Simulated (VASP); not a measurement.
# BaTiO3 (P4mm) in VASP: notebook

BaTiO3 is run at these levels: PBEsol; tasks: single point.

Everything below comes from runs of VASP 6.6.1. Logs are shortened: lines on timing, memory, paths and dates and some standing lists are left out, and cuts for length are marked.

### 1 The cell of the first run

Symmetry: P4mm, No. 99, tetragonal system. The conventional cell has a = 3.956 Å, b = 3.956 Å, c = 4.044 Å, α = 90.00°, β = 90.00°, γ = 90.00°. Ba (site symmetry 4mm) has 12 O at 2.77 to 2.88 Å and 8 Ti at 3.42 to 3.49 Å within 3.7 Å. Ti (site symmetry 4mm) has 6 O at 1.84 to 2.20 Å within 2.4 Å. Within 2.4 Å of O (site symmetry 4mm) lie 2 Ti at 1.84 to 2.20 Å. O (site symmetry 2mm) has 2 Ti at 1.98 Å within 2.6 Å.

### 2 Single point, PBEsol

INCAR

```
PREC = Accurate ; ENCUT = 520
EDIFF = 1E-6 ; ISMEAR = 0
SIGMA = 0.01 ; LREAL = False
LASPH = True ; NELM = 60
ALGO = Normal ; ISIF = 2
LWAVE = False ; LCHARG = False
GGA = PS ; NBANDS = 28
```

KPOINTS

```
regular mesh
0
Gamma
  6 6 6
```

POSCAR

```
BaTiO3
1.0
    3.9556391154      0.0000000000      0.0000000000
    0.0000000000      3.9556391154      0.0000000000
    0.0000000000      0.0000000000      4.0437619379
Ba Ti O
1 1 3
Direct
    0.0000000000      0.0000000000     -0.0019236587
    0.5000000000      0.5000000000      0.4828712926
    0.5000000000      0.5000000000      0.0278128359
    0.5000000000      0.0000000000      0.5171197651
    0.0000000000      0.5000000000      0.5171197651
```

Potentials or basis: VASP PAW PBE potentials, release 64 (Ba_sv, Ti_sv, O).

Started as:

```
> cat potpaw_PBE.64/Ba_sv/POTCAR potpaw_PBE.64/Ti_sv/POTCAR potpaw_PBE.64/O/POTCAR > POTCAR
> mpirun -np 1 vasp_std > vasp.out
```

OUTCAR:

```text
PREC = Accurate
   ENCUT = 520
   EDIFF = 1E-6
   ISMEAR = 0
   LREAL = False
   LASPH = True
   NELM = 60
   ISIF = 2
   GGA = PS

 ion  position               nearest neighbor table
   1  0.000  0.000  0.998-   4 2.77   5 2.77   5 2.77   4 2.77   3 2.80   3 2.80   3 2.80   3 2.80
                             4 2.88   5 2.88   5 2.88   4 2.88   2 3.42   2 3.42   2 3.42   2 3.42
   2  0.500  0.500  0.483-   3 1.84   4 1.98   5 1.98   4 1.98   5 1.98   3 2.20   1 3.42   1 3.42
                             1 3.42   1 3.42   1 3.49   1 3.49   1 3.49   1 3.49
   3  0.500  0.500  0.028-   2 1.84   2 2.20   1 2.80   1 2.80   1 2.80   1 2.80
   4  0.500  0.000  0.517-   2 1.98   2 1.98   1 2.77   1 2.77   1 2.88   1 2.88
   5  0.000  0.500  0.517-   2 1.98   2 1.98   1 2.77   1 2.77   1 2.88   1 2.88

  LATTYP: Found a simple tetragonal cell.
 ALAT       =     3.9556391154
 C/A-ratio  =     1.0222777710

  Lattice vectors:

 A1 = (   3.9556391154,   0.0000000000,   0.0000000000)
 A2 = (   0.0000000000,   3.9556391154,   0.0000000000)
 A3 = (   0.0000000000,   0.0000000000,   4.0437619379)

Analysis of symmetry for initial positions (statically):
=====================================================================
 Subroutine PRICEL returns:
 Original cell was already a primitive cell.

 Routine SETGRP: Setting up the symmetry group for a
 simple tetragonal supercell.

 Subroutine GETGRP returns: Found  8 space group operations
 (whereof  8 operations were pure point group operations)
 out of a pool of 16 trial point group operations.

The static configuration has the point symmetry C_4v.

Analysis of symmetry for dynamics (positions and initial velocities):
=====================================================================
 Subroutine PRICEL returns:
 Original cell was already a primitive cell.

 Routine SETGRP: Setting up the symmetry group for a
 simple tetragonal supercell.

 Subroutine GETGRP returns: Found  8 space group operations
 (whereof  8 operations were pure point group operations)
 out of a pool of 16 trial point group operations.

The dynamic configuration has the point symmetry C_4v.

 Subroutine INISYM returns: Found  8 space group operations
 (whereof  8 operations are pure point group operations),
 and found     1 'primitive' translations

----------------------------------------------------------------------------------------

                                     Primitive cell

  volume of cell :      63.2731

  direct lattice vectors                    reciprocal lattice vectors
     3.955639115  0.000000000  0.000000000     0.252803648  0.000000000  0.000000000
     0.000000000  3.955639115  0.000000000     0.000000000  0.252803648  0.000000000
     0.000000000  0.000000000  4.043761938     0.000000000  0.000000000  0.247294479

  length of vectors
     3.955639115  3.955639115  4.043761938     0.252803648  0.252803648  0.247294479

  position of ions in fractional coordinates (direct lattice)
     0.000000000  0.000000000  0.998076341
     0.500000000  0.500000000  0.482871293
     0.500000000  0.500000000  0.027812836
     0.500000000  0.000000000  0.517119765
     0.000000000  0.500000000  0.517119765

  ion indices of the primitive-cell ions
   primitive index   ion index
                 1           1
                 2           2
                 3           3
                 4           4
                 5           5

----------------------------------------------------------------------------------------

 KPOINTS: regular mesh

Automatic generation of k-mesh.
 Grid dimensions read from file:
 generate k-points for:    6    6    6

 Generating k-lattice:

  Cartesian coordinates                     Fractional coordinates (reciprocal lattice)
     0.042133941  0.000000000  0.000000000     0.166666667  0.000000000  0.000000000
     0.000000000  0.042133941  0.000000000     0.000000000  0.166666667  0.000000000
     0.000000000  0.000000000  0.041215746     0.000000000  0.000000000  0.166666667

  Length of vectors
     0.042133941  0.042133941  0.041215746

  Shift w.r.t. Gamma in fractional coordinates (k-lattice)
     0.000000000  0.000000000  0.000000000

 Subroutine IBZKPT returns following result:
 ===========================================

 Found     40 irreducible k-points:

 Following reciprocal coordinates:
            Coordinates               Weight
  0.000000  0.000000  0.000000      1.000000
  0.166667  0.000000  0.000000      4.000000
  0.333333  0.000000  0.000000      4.000000
  0.500000  0.000000  0.000000      2.000000
  0.166667  0.166667  0.000000      4.000000
  0.333333  0.166667  0.000000      8.000000
[... 16 lines left out ...]
  0.333333  0.000000  0.333333      8.000000
  0.500000  0.000000  0.333333      4.000000
 [... further k-points ...]
   k-points           NKPTS =     40   k-points in BZ     NKDIM =     40   number of bands    NBANDS=     28
   number of dos      NEDOS =    301   number of ions     NIONS =      5
   total plane-waves  NPLWV =  27000
   dimension x,y,z NGX =    30 NGY =   30 NGZ =   30
   dimension x,y,z NGXF=    60 NGYF=   60 NGZF=   60
   ions per type =               1   1   3
   NGX,Y,Z   is equivalent  to a cutoff of  12.61, 12.61, 12.33 a.u.
   NGXF,Y,Z  is equivalent  to a cutoff of  25.22, 25.22, 24.67 a.u.
 SYSTEM =  unknown system
   PREC   = accura    normal or accurate (medium, high low for compatibility)
   ISTART =      0    job   : 0-new  1-cont  2-samecut
   ICHARG =      2    charge: 1-file 2-atom 10-const
   ISPIN  =      1    spin polarized calculation?
   LNONCOLLINEAR =      F non collinear calculations
   LSORBIT =      F    spin-orbit coupling
   LASPH  =      T    aspherical Exc in radial PAW
   ENCUT  =  520.0 eV  38.22 Ry    6.18 a.u.   7.35  7.35  7.52*2*pi/ulx,y,z
   NELM   =     60;   NELMIN=  2; NELMDL= -5     # of ELM steps
   EDIFF  = 0.1E-05   stopping-criterion for ELM
   LREAL  =      F    real-space projection
   EDIFFG = 0.1E-04   stopping-criterion for IOM
   NSW    =      0    number of steps for IOM
   IBRION =     -1    ionic relax: 0-MD 1-quasi-New 2-CG
   NFREE  =      0    steps in history (QN), initial steepest desc. (CG)
   ISIF   =      2    stress and relaxation
   ISYM   =      2    0-nonsym 1-usesym 2-fastsym
   POTIM  = 0.5000    time-step for ionic-motion
   TEBEG  =    0.0;   TEEND  =   0.0 temperature during run
   PSTRESS=    0.0 pullay stress
   NELECT =      40.0000    total number of electrons
   NUPDOWN=      -1.0000    fix difference up-down
   EMIN   =  10.00;   EMAX   =-10.00  energy-range for DOS
   EFERMI =   0.00;   METHOD = LEGACY
   ISMEAR =     0;   SIGMA  =   0.01  broadening in eV -4-tet -1-fermi 0-gaus
   EFERMI_NEDOS =   21; number of points for ismear=-14 and -15
   IALGO  =     38    algorithm
   IMIX   =      4    mixing-type and parameters
     AMIX     =   0.40;   BMIX     =  1.00
     AMIX_MAG =   1.60;   BMIX_MAG =  1.00
  volume/ion in A,a.u.               =      12.65        85.40
  Fermi-wavevector in a.u.,A,eV,Ry     =   1.405039  2.655140 26.859750  1.974136
  Thomas-Fermi vector in A             =   2.527541
   LORBIT       =      0    0 simple, 1 ext, 2 COOP (PROOUT), +10 PAW based schemes
   GGA     = PS    functional components
   LHFCALC =     F    Hartree Fock is set to
   AEXX    =    0.0000 exact exchange contribution
   IVDW    =     0    specifies the selected vdW correction
   LEPSILON=     F    determine dielectric tensor
   LRPA    =     F    only Hartree local field effects (RPA)
 non-spin polarized calculation
 Gauss-broadening in eV      SIGMA  =   0.01
  energy-cutoff  :      520.00
  volume of cell :       63.27
 maximum number of plane-waves:      1743
 NGX is ok and might be reduce to    30
   NGX = 15   NGY = 15   NGZ = 15

 number of electron      39.9999988 magnetization

 Free energy of the ion-electron system (eV)
  ---------------------------------------------------
  ext. energy  EPLUGINS =         0.00000000
  ---------------------------------------------------
  free energy    TOTEN  =       -41.99662564 eV

  energy without entropy =      -41.99662564  energy(sigma->0) =      -41.99662564

 E-fermi :   4.0085     XC(G=0): -11.5769

 val. band max:        3.8941979957   @ k =   0.5000   0.5000   0.5000
 cond. band min:       5.6757325589   @ k =   0.0000   0.0000   0.0000
 fundamental gap:      1.7815345632
 Fermi energy:         4.0085249834

 k-point     1 :       0.0000    0.0000    0.0000
  band No.  band energies     occupation
      1     -52.3449      2.00000
      2     -28.7524      2.00000
      3     -28.6801      2.00000
      4     -28.6801      2.00000
      5     -20.9631      2.00000
      6     -13.0484      2.00000
[... 20 lines left out ...]
     27       8.8472      0.00000
     28      11.0820      0.00000

 k-point     2 :       0.1667    0.0000    0.0000
  band No.  band energies     occupation
      1     -52.3445      2.00000
      2     -28.7518      2.00000
      3     -28.6960      2.00000
      4     -28.6794      2.00000
      5     -20.9291      2.00000
      6     -13.0777      2.00000
[... 20 lines left out ...]
     27       9.3866      0.00000
     28      11.7548      0.00000

 k-point     3 :       0.3333    0.0000    0.0000
  band No.  band energies     occupation
      1     -52.3439      2.00000
      2     -28.7505      2.00000
      3     -28.7275      2.00000
      4     -28.6782      2.00000
      5     -20.8594      2.00000
      6     -13.2268      2.00000
[... 20 lines left out ...]
     27      10.6011      0.00000
     28      12.0707      0.00000

 k-point     4 :       0.5000    0.0000    0.0000
  band No.  band energies     occupation
      1     -52.3435      2.00000
      2     -28.7498      2.00000
      3     -28.7432      2.00000
      4     -28.6776      2.00000
      5     -20.8237      2.00000
      6     -13.3233      2.00000
[... 578 lines left out ...]
     27      11.0569      0.00000
     28      12.5118      0.00000

 k-point    23 :       0.3333    0.0000    0.3333
  band No.  band energies     occupation
      1     -52.3432      2.00000
      2     -28.7867      2.00000
      3     -28.7251      2.00000
      4     -28.6768      2.00000
      5     -20.7970      2.00000
      6     -12.9332      2.00000
[... 20 lines left out ...]
     27      12.1694      0.00000
     28      12.4986      0.00000

 k-point    24 :       0.5000    0.0000    0.3333
  band No.  band energies     occupation
      1     -52.3429      2.00000
      2     -28.7857      2.00000
      3     -28.7405      2.00000
      4     -28.6762      2.00000
      5     -20.7706      2.00000
      6     -12.8955      2.00000
[... 20 lines left out ...]
     27      11.9827      0.00000
     28      13.2947      0.00000

 [... further k-points ...]
[... 5 lines left out ...]
  --------------------------------------------------------------------------------------
  -------------------------------------------------------------------------------------
  Total        0.7579702      0.7579702      0.7906604      0.0000000     -0.0000000      0.0000000
  in kB       19.1930417     19.1930417     20.0208110      0.0000000     -0.0000000      0.0000000
  external PRESSURE =      19.4689648 kB  Pullay stress =       0.0000000 kB

 VOLUME and BASIS-vectors are now :
 -----------------------------------------------------------------------------
  energy-cutoff  :      520.00
  volume of cell :       63.27
      direct lattice vectors                 reciprocal lattice vectors
     3.955639115  0.000000000  0.000000000     0.252803648  0.000000000  0.000000000
     0.000000000  3.955639115  0.000000000     0.000000000  0.252803648  0.000000000
     0.000000000  0.000000000  4.043761938     0.000000000  0.000000000  0.247294479

 POSITION                                       TOTAL-FORCE (eV/Angst)
 -----------------------------------------------------------------------------------
      0.00000      0.00000      4.03598        -0.000000     -0.000000      0.035015
      1.97782      1.97782      1.95262        -0.000000     -0.000000      0.052887
      1.97782      1.97782      0.11247        -0.000000     -0.000000     -0.054074
      1.97782      0.00000      2.09111        -0.000000     -0.000000     -0.016914
      0.00000      1.97782      2.09111         0.000000      0.000000     -0.016914
 -----------------------------------------------------------------------------------
    total drift:                                0.000000      0.000000     -0.000048

  FREE ENERGIE OF THE ION-ELECTRON SYSTEM (eV)
  ---------------------------------------------------
  free  energy   TOTEN  =       -41.9966256419 eV

  energy  without entropy=      -41.9966256419  energy(sigma->0) =      -41.99662564
```

Wall time 38 s (1 thread of Intel Xeon 6975P-C, shared host); peak memory 0.22 GiB.

Results:

| Item | Value |
| --- | --- |
| Free energy | -41.9966 eV |
| Pressure | 1.9 GPa |
| Largest force | 0.054 eV/Å |
| Band gap on the k mesh | 1.78 eV, indirect (least direct gap 2.19 eV) |

Forces in eV/Å, atoms in the order of the input:
```
Ba   0.000  0.000  0.035
Ti   0.000  0.000  0.053
O    0.000  0.000 -0.054
O    0.000  0.000 -0.017
O    0.000  0.000 -0.017
```

Stress tensor (GPa, compression positive):
```
1.92 0.00 0.00
0.00 1.92 0.00
0.00 0.00 2.00
```

Levels at points of the mesh, in eV from the valence-band top:
| k point | band 18 | band 19 | band 20 | band 21 | band 22 | band 23 |
| --- | --- | --- | --- | --- | --- | --- |
| (0.00, 0.00, 0.00) | -0.50 | -0.41 | -0.41 | 1.78 | 2.17 | 2.17 |
| (0.50, 0.00, 0.00) | -1.78 | -1.20 | -1.02 | 2.30 | 3.61 | 3.67 |
| (0.50, 0.50, 0.00) | -1.03 | -1.03 | -0.08 | 3.70 | 3.70 | 4.07 |
| (0.00, 0.00, 0.50) | -2.07 | -0.73 | -0.73 | 1.94 | 3.62 | 3.62 |
| (0.50, 0.00, 0.50) | -1.00 | -0.97 | -0.31 | 3.64 | 3.64 | 3.98 |
| (0.50, 0.50, 0.50) | -0.22 | -0.22 | 0.00 | 4.26 | 4.26 | 4.31 |

Caveat: the PAW data sets were made with another functional, which shifts forces and pressure a little; spin-orbit coupling is left out, which moves the levels of the heavy elements. A k mesh can miss the band edges.

### 3 Single point, PBEsol

This run uses another cell than the first one, of 12.86 Å³/atom, 1.016 times its volume.

INCAR

```
PREC = Accurate
ENCUT = 520
EDIFF = 1E-7
ISMEAR = 0
SIGMA = 0.01
LREAL = F
LASPH = T
NELM = 80
ALGO = Normal
ISIF = 2
LWAVE = F
LCHARG = T
GGA = PS
LELF = T
LVHAR = T
NBANDS = 28
```

KPOINTS

```
Automatic mesh
0
Gamma
  6 6 6
```

POSCAR

```
BaTiO3
1.0
    3.9998000000      0.0000000000      0.0000000000
    0.0000000000      3.9998000000      0.0000000000
    0.0000000000      0.0000000000      4.0180000000
Ba Ti O
1 1 3
Direct
    0.0000000000      0.0000000000      0.0000000000
    0.5000000000      0.5000000000      0.4900000000
    0.5000000000      0.5000000000      0.0190000000
    0.5000000000      0.0000000000      0.5170000000
    0.0000000000      0.5000000000      0.5170000000
```

Potentials or basis: VASP PAW PBE potentials, release 64 (Ba_sv, Ti_sv, O).

Started as:

```
> cat potpaw_PBE.64/Ba_sv/POTCAR potpaw_PBE.64/Ti_sv/POTCAR potpaw_PBE.64/O/POTCAR > POTCAR
> mpirun -np 1 vasp_std > vasp.out
```

Run time: 40 s. Hardware: 1 thread of Intel Xeon 6975P-C, shared host; peak memory 0.22 GiB.

The run converged. Its results:

```yaml
Free_energy: -41.9877 eV
Pressure: -2.0 GPa
Largest_force: 0.324 eV/Å
Band_gap_on_the_k_mesh: 1.72 eV, indirect (least direct gap 2.02 eV)
```

Forces in eV/Å, atoms in the order of the input:
```
Ba   0.000  0.000  0.056
Ti   0.000  0.000 -0.145
O    0.000  0.000  0.324
O    0.000  0.000 -0.117
O    0.000  0.000 -0.117
```

Stress tensor (GPa, compression positive):
```
-2.34  0.00  0.00
 0.00 -2.34  0.00
 0.00  0.00 -1.38
```

Levels at points of the mesh, in eV from the valence-band top:
```
           k point  band 16  band 17  band 18  band 19  band 20  band 21  band 22  band 23  band 24  band 25
(0.00, 0.00, 0.00)    -1.25    -1.15    -0.30    -0.29    -0.29     1.72     1.95     1.95     4.00     4.09
(0.50, 0.00, 0.00)    -1.99    -1.86    -1.76    -0.96    -0.85     2.09     3.49     3.52     4.05     5.88
(0.50, 0.50, 0.00)    -2.77    -1.78    -0.98    -0.98    -0.09     3.53     3.53     3.92     4.71     7.67
(0.00, 0.00, 0.50)    -2.00    -1.97    -1.97    -0.71    -0.71     1.89     3.55     3.55     4.00     6.02
(0.50, 0.00, 0.50)    -2.73    -1.74    -0.91    -0.90    -0.17     3.51     3.56     3.91     4.83     7.63
(0.50, 0.50, 0.50)    -2.46    -2.44    -0.08    -0.08     0.00     4.17     4.17     4.17     6.45     6.60
```

Caveat: the PAW data sets were made with another functional, which shifts forces and pressure a little; spin-orbit coupling is left out, which moves the levels of the heavy elements.
